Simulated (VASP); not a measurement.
**BaS: single point with PBE**

BaS:

```
CELL_PARAMETERS angstrom
4.44532 0.00000 0.00000
-2.22266 3.84976 0.00000
0.00000 0.00000 7.80491
ATOMIC_POSITIONS crystal
Ba 0.00000 0.00000 0.00000
Ba 0.00000 0.00000 0.50000
S 0.33333 0.66667 0.25000
S 0.66667 0.33333 0.75000
```

```yaml
Program: VASP 6.6.1
Task: single point
Functional: PBE
Potentials_or_basis: VASP PAW PBE potentials, release 64 (Ba_sv, S)
Cutoff: 520 eV
k_mesh: 9 × 9 × 6
Occupations: gaussian, width 0.02 eV
Spin: no spin polarisation
Dipole_correction: no
Further_INCAR_settings: ALGO = Normal; EDIFF = 1e-06; NBANDS = 24
```

```json
{
 "Pressure": "0.6 GPa",
 "Band gap on the k mesh": "2.32 eV"
}
```

Stress tensor (GPa, compression positive):
```
0.55 0.00 0.00
0.00 0.55 0.00
0.00 0.00 0.71
```

Levels at points of the mesh, in eV from the valence-band top:
| k point | band 14 | band 15 | band 16 | band 17 | band 18 | band 19 |
| --- | --- | --- | --- | --- | --- | --- |
| (0.00, 0.00, 0.00) | -0.17 | 0.00 | 0.00 | 2.32 | 3.52 | 4.05 |
| (0.00, 0.00, 0.50) | -0.53 | -0.53 | -0.53 | 3.91 | 3.91 | 4.68 |

Wall time 2.2 min on 1 thread of Intel(R) Xeon(R) Platinum 8259CL CPU @ 2.50GHz (Skylake/Cascade Lake), on a shared host, peak memory 0.34 GiB.

Caveat: spin-orbit coupling is left out, which moves the levels of the heavy elements; an odd mesh through Γ misses points on the zone boundary, where band edges can lie.
